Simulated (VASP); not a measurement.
# CaS in VASP: single point with PBEsol

Aim: the single point of CaS with PBEsol.

Everything below comes from runs of VASP 6.6.1. Logs are shortened: lines on timing, memory, paths and dates and some standing lists are left out, and cuts for length are marked.

## (1) The cell of the first run

The cell holds a slab with vacuum, 6 atoms: a = 3.984 Å, b = 3.984 Å, c = 25.133 Å, α = 90.00°, β = 90.00°, γ = 120.00°.

## (2) Single point, PBEsol

File INCAR:

```
  PREC = Accurate
  ENCUT = 520
  EDIFF = 1E-6
  ISMEAR = 0
  SIGMA = 0.05
  LREAL = F
  LASPH = T
  NELM = 80
  ALGO = Normal
  ISIF = 2
  LWAVE = F
  LCHARG = F
  LDIPOL = T
  IDIPOL = 3
  DIPOL = 0.5 0.5 0.498
  GGA = PS
  NBANDS = 33
```

File KPOINTS:

```
regular mesh
0
Gamma
  9 9 1
```

File POSCAR:

```
CaS
1.0
    3.9841028591      0.0000000000      0.0000000000
   -1.9920514295      3.4503342873      0.0000000000
    0.0000000000      0.0000000000     25.1325159063
S Ca
3 3
Direct
    0.3333333333      0.6666666667      0.3382072862
    0.0000000000      0.0000000000      0.4676414572
    0.6666666667      0.3333333333      0.5986458071
    0.6666666667      0.3333333333      0.4029243717
    0.3333333333      0.6666666667      0.5260151270
    0.0000000000      0.0000000000      0.6573552117
```

Potentials or basis: VASP PAW PBE potentials, release 64 (S, Ca_sv).

On the command line:

```sh
> cat potpaw_PBE.64/S/POTCAR potpaw_PBE.64/Ca_sv/POTCAR > POTCAR
> mpirun -np 1 vasp_std > vasp.out
```

OUTCAR:

```text
PREC = Accurate
   ENCUT = 520
   EDIFF = 1E-6
   ISMEAR = 0
   LREAL = F
   LASPH = T
   NELM = 80
   ISIF = 2
   GGA = PS

 ion  position               nearest neighbor table
   1  0.333  0.667  0.338-   4 2.82   4 2.82   4 2.82
   2  0.000  0.000  0.468-   5 2.73   5 2.73   5 2.73   4 2.82   4 2.82   4 2.82
   3  0.667  0.333  0.599-   6 2.73   6 2.73   6 2.73   5 2.94   5 2.94   5 2.94
   4  0.667  0.333  0.403-   2 2.82   1 2.82   1 2.82   2 2.82   2 2.82   1 2.82
   5  0.333  0.667  0.526-   2 2.73   2 2.73   2 2.73   3 2.94   3 2.94   3 2.94
   6  0.000  0.000  0.657-   3 2.73   3 2.73   3 2.73

  LATTYP: Found a hexagonal cell.
 ALAT       =     3.9841028591
 C/A-ratio  =     6.3081995609

  Lattice vectors:

 A1 = (   3.9841028591,   0.0000000000,   0.0000000000)
 A2 = (  -1.9920514295,   3.4503342873,   0.0000000000)
 A3 = (   0.0000000000,   0.0000000000,  25.1325159063)

Analysis of symmetry for initial positions (statically):
=====================================================================
 Subroutine PRICEL returns:
 Original cell was already a primitive cell.

 Routine SETGRP: Setting up the symmetry group for a
 hexagonal supercell.

 Subroutine GETGRP returns: Found  6 space group operations
 (whereof  6 operations were pure point group operations)
 out of a pool of 24 trial point group operations.

The static configuration has the point symmetry C_3v.

Analysis of symmetry for dynamics (positions and initial velocities):
=====================================================================
 Subroutine PRICEL returns:
 Original cell was already a primitive cell.

 Routine SETGRP: Setting up the symmetry group for a
 hexagonal supercell.

 Subroutine GETGRP returns: Found  6 space group operations
 (whereof  6 operations were pure point group operations)
 out of a pool of 24 trial point group operations.

The dynamic configuration has the point symmetry C_3v.

 Subroutine INISYM returns: Found  6 space group operations
 (whereof  6 operations are pure point group operations),
 and found     1 'primitive' translations

----------------------------------------------------------------------------------------

                                     Primitive cell

  volume of cell :     345.4838

  direct lattice vectors                    reciprocal lattice vectors
     3.984102859  0.000000000  0.000000000     0.250997536  0.144913495  0.000000000
[... 90 lines left out ...]
   TEBEG  =    0.0;   TEEND  =   0.0 temperature during run
   PSTRESS=    0.0 pullay stress
   NELECT =      48.0000    total number of electrons
   NUPDOWN=      -1.0000    fix difference up-down
   EMIN   =  10.00;   EMAX   =-10.00  energy-range for DOS
   EFERMI =   0.00;   METHOD = LEGACY
   ISMEAR =     0;   SIGMA  =   0.05  broadening in eV -4-tet -1-fermi 0-gaus
   EFERMI_NEDOS =   21; number of points for ismear=-14 and -15
   IALGO  =     38    algorithm
   IMIX   =      4    mixing-type and parameters
     AMIX     =   0.40;   BMIX     =  1.00
     AMIX_MAG =   1.60;   BMIX_MAG =  1.00
  volume/ion in A,a.u.               =      57.58       388.57
  Fermi-wavevector in a.u.,A,eV,Ry     =   0.847903  1.602304  9.781759  0.718939
  Thomas-Fermi vector in A             =   1.963482
   LORBIT       =      0    0 simple, 1 ext, 2 COOP (PROOUT), +10 PAW based schemes
   GGA     = PS    functional components
   LHFCALC =     F    Hartree Fock is set to
   AEXX    =    0.0000 exact exchange contribution
   IVDW    =     0    specifies the selected vdW correction
   LEPSILON=     F    determine dielectric tensor
   LRPA    =     F    only Hartree local field effects (RPA)
 non-spin polarized calculation
 Gauss-broadening in eV      SIGMA  =   0.05
  energy-cutoff  :      520.00
  volume of cell :      345.48
 maximum number of plane-waves:      9363
 NGX is ok and might be reduce to    30
   NGX = 15   NGY = 15   NGZ = 93

 dipolmoment           0.000000      0.000000      0.000014 electrons x Angstroem

 number of electron      48.0000009 magnetization

 dipolmoment           0.000000      0.000000     -0.288721 electrons x Angstroem

 Free energy of the ion-electron system (eV)
  ---------------------------------------------------
  ext. energy  EPLUGINS =         0.00000000
  ---------------------------------------------------
  free energy    TOTEN  =       -28.30118360 eV

  energy without entropy =      -28.29483694  energy(sigma->0) =      -28.29801027

 E-fermi :  -1.7544     XC(G=0):  -4.5324

 val. band max:       -1.7958615739   @ k =   0.2222   0.1111   0.0000
 cond. band min:      -1.7539838340   @ k =   0.3333   0.0000   0.0000
 fundamental gap:      0.0418777399
 Fermi energy:        -1.7543766277

 k-point     1 :       0.0000    0.0000    0.0000
  band No.  band energies     occupation
      1     -43.7870      2.00000
      2     -42.3161      2.00000
      3     -40.8775      2.00000
      4     -24.9148      2.00000
      5     -24.8389      2.00000
      6     -24.8389      2.00000
[... 421 lines left out ...]
     32       2.4466      0.00000
     33       2.5342      0.00000

------------------------ aborting loop because EDIFF is reached ----------------------------------------

 vacuum level on the upper side and lower side of the slab       (xc-potential included)        -1.997         1.729

  FORCE on cell =-STRESS in cart. coord.  units (eV):
  Direction    XX          YY          ZZ          XY          YZ          ZX
  --------------------------------------------------------------------------------------
  -------------------------------------------------------------------------------------
  Total       -0.6018408     -0.6018408      0.3253598     -0.0000000      0.0000000      0.0000000
  in kB       -2.7910303     -2.7910303      1.5088524     -0.0000000      0.0000000      0.0000000
  external PRESSURE =      -1.3577361 kB  Pullay stress =       0.0000000 kB

 VOLUME and BASIS-vectors are now :
 -----------------------------------------------------------------------------
  energy-cutoff  :      520.00
  volume of cell :      345.48
      direct lattice vectors                 reciprocal lattice vectors
     3.984102859  0.000000000  0.000000000     0.250997536  0.144913495  0.000000000
    -1.992051430  3.450334287  0.000000000     0.000000000  0.289826990  0.000000000
     0.000000000  0.000000000 25.132515906     0.000000000  0.000000000  0.039789092

 POSITION                                       TOTAL-FORCE (eV/Angst)
 -----------------------------------------------------------------------------------
     -0.00000      2.30022      8.50000         0.000000      0.000000      0.557104
      0.00000      0.00000     11.75301        -0.000000      0.000000      0.675010
      1.99205      1.15011     15.04548        -0.000000     -0.000000     -0.006974
      1.99205      1.15011     10.12650         0.000000      0.000000     -1.263374
     -0.00000      2.30022     13.22008        -0.000000      0.000000      0.013399
      0.00000      0.00000     16.52099        -0.000000      0.000000      0.024835
 -----------------------------------------------------------------------------------
    total drift:                                0.000000      0.000000      0.000126

  FREE ENERGIE OF THE ION-ELECTRON SYSTEM (eV)
  ---------------------------------------------------
  free  energy   TOTEN  =       -28.3011835999 eV

  energy  without entropy=      -28.2948369353  energy(sigma->0) =      -28.29801027

 vacuum level on the upper side and lower side of the slab         1.916         5.730
```

OSZICAR:

```text
N       E                     dE             d eps       ncg     rms          rms(c)
DAV:   1     0.416184974158E+03    0.41618E+03   -0.21907E+04   912   0.120E+03
DAV:   2     0.668465763239E+01   -0.40950E+03   -0.39790E+03   994   0.329E+02
DAV:   3    -0.290895063290E+02   -0.35774E+02   -0.35448E+02  1190   0.776E+01
DAV:   4    -0.318402125194E+02   -0.27507E+01   -0.27433E+01  1472   0.215E+01
[... 19 lines left out ...]
DAV:  24    -0.283011765858E+02   -0.44509E-05   -0.84328E-07   784   0.260E-03    0.144E-03
DAV:  25    -0.283011798058E+02   -0.32201E-05   -0.32245E-07   744   0.225E-03    0.640E-04
DAV:  26    -0.283011819826E+02   -0.21767E-05   -0.24296E-07   680   0.137E-03    0.465E-04
DAV:  27    -0.283011831449E+02   -0.11624E-05   -0.67068E-08   608   0.107E-03    0.309E-04
DAV:  28    -0.283011835999E+02   -0.45496E-06   -0.30498E-08   552   0.676E-04
   1 F= -.28301184E+02 E0= -.28298010E+02  d E =-.634666E-02
```

stdout:

```text
POSCAR found type information on POSCAR S Ca
 POSCAR found :  2 types and       6 ions
 scaLAPACK will be used
 -----------------------------------------------------------------------------
|                                                                             |
|                                                                             |
|     You enforced a specific xc type in the INCAR file but a different       |
|     I HOPE YOU KNOW WHAT YOU ARE DOING!                                     |
|                                                                             |
 -----------------------------------------------------------------------------

 LDA part: xc-table for (Slater+PW92), standard interpolation
 POSCAR, INCAR and KPOINTS ok, starting setup
 FFT: planning ... GRIDC
 FFT: planning ... GRID_SOFT
 FFT: planning ... GRID
 WAVECAR not read
 entering main loop
```

Wall time 7.8 min (1 thread of AMD EPYC, shared host); peak memory 0.44 GiB.

Results:

| Item | Value |
| --- | --- |
| Free energy | -28.3012 eV |
| Largest force | 1.263 eV/Å |
| Band gap on the k mesh | zero (bands 24 and 25 overlap by 0.32 eV) |

Forces on the atoms (eV/Å):
```
S    0.000  0.000  0.557
S    0.000  0.000  0.675
S    0.000  0.000 -0.007
Ca   0.000  0.000 -1.263
Ca   0.000  0.000  0.013
Ca   0.000  0.000  0.025
```

Caveat: the PAW data sets were made with another functional, which shifts forces and pressure a little.
